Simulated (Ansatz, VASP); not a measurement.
**One calculation of ZnSe, two programs**

The input INCAR:

```
SYSTEM = ZnSe
PREC = Accurate
ENCUT = 500
EDIFF = 1E-6
ISMEAR = 0
SIGMA = 0.1
LREAL = .FALSE.
LASPH = .TRUE.
NELM = 120
ALGO = Normal
ISIF = 2
LWAVE = .FALSE.
LCHARG = .FALSE.
GGA = PE
NBANDS = 16
GGA_COMPAT = .FALSE.
```

KPOINTS

```
regular mesh
0
G
  4 4 4
  0 0 0
```

The input POSCAR:

```
ZnSe
1.0
    0.0000000000      2.8324425407      2.8324425407
    2.8324425407      0.0000000000      2.8324425407
    2.8324425407      2.8324425407      0.0000000000
Zn Se
1 1
Direct
    0.9030000000      0.6320000000      0.5580000000
    1.6530000000      1.3820000000      1.3080000000
```

Input for Ansatz:

```yaml
crystal:
  lattice:
    - [0.0, 2.8324425407, 2.8324425407]
    - [2.8324425407, 0.0, 2.8324425407]
    - [2.8324425407, 2.8324425407, 0.0]
  atoms:
    - { symbol: Zn, position: [0.903, 0.632, 0.558] }
    - { symbol: Se, position: [1.653, 1.382, 1.308] }
basis:
  ecutwfc: 420
kpoints:
  mp_grid: { grid: [4, 4, 4] }
hamiltonian:
  xc: pbe
scf:
  occupations: { method: gaussian, width: 0.1 }
  n_extra_bands: 8
output:
  forces: true
  stress: true
  eigenvalues: true
```

Alike in both runs: task single point; functional PBE; k mesh 4 × 4 × 4; occupations gaussian, width 0.1 eV; no spin polarisation.

|  | VASP | Ansatz |
| --- | --- | --- |
| version | VASP 6.6.1 | Ansatz 0.2.0 |
| potentials or method | VASP PAW PBE potentials, release 64 (Zn, Se), cutoff 500 eV | scalar-relativistic, plane waves, PAW |
| valence electrons in the cell | 18 | 28 |

Ansatz gave:

```
gap on the k mesh at the Fermi level (eV) : 1.28
least direct gap on the mesh (eV)         : 1.28
pressure (GPa)                            : 2.5
```

Q: What did VASP give for the same quantities?

A: gap on the k mesh at the Fermi level (eV): 1.28; least direct gap on the mesh (eV): 1.28; pressure (GPa): 2.8.

The functional is the same, so the differences come from potentials, cutoffs and numerics. VASP's potentials hold 18 valence electrons a cell and Ansatz's 28, so a difference there can come from the potentials and not from the codes.

The k mesh is coarse, so the values compare programs but aren't converged.
